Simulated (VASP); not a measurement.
Write the native input for VASP 6.6.1 that does the following.

```
Task                   : single point
Functional             : PBEsol
Potentials or basis    : VASP PAW PBE potentials, release 64 (Mn_pv, O)
Cutoff                 : 520 eV
k mesh                 : 9 × 7 × 5
Occupations            : fermi-dirac, width 0.02 eV
Spin                   : collinear spin, ferromagnetic start
Starting moments       : [4.0, 4.0, 0.0, 0.0, 0.0, 0.0] μB
Hubbard terms          : Mn d U = 6.0 eV
Dipole correction      : no
Further INCAR settings : ALGO = Normal; EDIFF = 1e-07; NBANDS = 38
```

The structure of MnO2 lies in POSCAR:

```
MnO2
1.0
    2.8448728343      0.0000000000      0.0000000000
    0.0000000000      3.7663224667      0.0000000000
    0.0000000000      0.0000000000      6.0384273849
Mn O
2 4
Direct
    0.5000000000      0.5000000000      0.3433015000
    0.0000000000      0.0000000000      0.6566985000
    0.5000000000      0.0000000000      0.8375675000
    0.0000000000      0.5000000000      0.1624325000
    0.5000000000      0.0000000000      0.4217995000
    0.0000000000      0.5000000000      0.5782005000
```

These files were run (other wordings do the same):

INCAR

```
  ALGO = Normal
  EDIFF = 1E-7
  ENCUT = 520
  GGA = PS
  ISIF = 2
  ISMEAR = -1
  ISPIN = 2
  LASPH = T
  LCHARG = T
  LDAU = T
  LDAUJ = 0 0
  LDAUL = 2 -1
  LDAUPRINT = 1
  LDAUTYPE = 2
  LDAUU = 6 0
  LELF = T
  LMAXMIX = 4
  LORBIT = 11
  LREAL = F
  LVHAR = T
  LWAVE = F
  MAGMOM = 4 4 0 0 0 0
  NBANDS = 38
  NELM = 150
  PREC = Accurate
  SIGMA = 0.02
```

KPOINTS

```
k-points
0
Gamma
  9 7 5
```

Potentials or basis: VASP PAW PBE potentials, release 64 (Mn_pv, O).

Launch:

```bash
$ cat potpaw_PBE.64/Mn_pv/POTCAR potpaw_PBE.64/O/POTCAR > POTCAR
$ mpirun -np 1 vasp_std > vasp.out
```

Results of the run:

| Quantity | Value |
| --- | --- |
| Pressure | 9.1 GPa |
| Largest force | 0.931 eV/Å |
| Band gap on the k mesh | zero (filled and empty bands overlap) |
| Net moment | 6.00 μB per cell |
| Site moments | Mn +3.40; O -0.24, -0.17 (each value once) μB |
| Valence electrons inside the program's atomic spheres | Mn 11.73; O 4.96, 5.04 (each value once) |

Caveat: the cell stands under pressure; the PAW data sets were made with another functional, which shifts forces and pressure a little; only a ferromagnetic start was run, and an antiferromagnetic order may lie lower in energy.

It took 5.7 min on 1 thread of Intel(R) Xeon(R) Platinum 8259CL CPU @ 2.50GHz (Skylake/Cascade Lake), with other jobs on the host, peak memory 0.34 GiB.
